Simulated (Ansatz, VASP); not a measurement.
One calculation of Fe2O3, two programs

```
Fe O
1.0
     2.38650    1.37785    4.43454
    -2.38650    1.37785    4.43454
     0.00000   -2.75570    4.43454
Fe O
4 6
Cartesian
  0.0000 0.0000 4.5958
  0.0000 0.0000 2.0560
  0.0000 0.0000 8.7078
  0.0000 0.0000 11.2476
  -0.8915 1.3778 7.7604
  -0.7475 -1.4610 7.7604
  1.6390 0.0831 7.7604
  0.8915 -1.3778 5.5432
  0.7475 1.4610 5.5432
  -1.6390 -0.0831 5.5432
```

Alike in both runs: functional PBE; k mesh 6 × 6 × 6; occupations gaussian, width 0.05 eV; collinear spin.

Ansatz relaxed the structure, and its values are those at the end. VASP's run is a single point on that final structure, the one shown.

|  | VASP | Ansatz |
| --- | --- | --- |
| version | VASP 6.6.1 | Ansatz 0.2.0 |
| potentials or method | VASP PAW PBE potentials, release 64 (Fe, O), cutoff 520 eV | scalar-relativistic, plane waves, PAW |
| valence electrons in the cell | 68 | 100 |

Ansatz gave:

- gap on the k mesh at the Fermi level (eV): none
- pressure (GPa): 0.0
- rms of the force components (eV/Å): 0.000
- net moment per atom (μB): 0.40
- size of the moment on the site where the two differ most (μB): 0.86

Task: Which values does VASP return?

Result: gap on the k mesh at the Fermi level (eV): none; pressure (GPa): 1.6; rms of the force components (eV/Å): 0.018; net moment per atom (μB): 0.40; size of the moment on the site where the two differ most (μB): 0.94.

Site moments also hang on the region over which each program counts them. A gap of «none» marks a metal or a gap that the smearing closes. VASP's potentials hold 68 valence electrons a cell and Ansatz's 100, so a difference there can come from the potentials and not from the codes. Ansatz's warnings: given moment on shells.
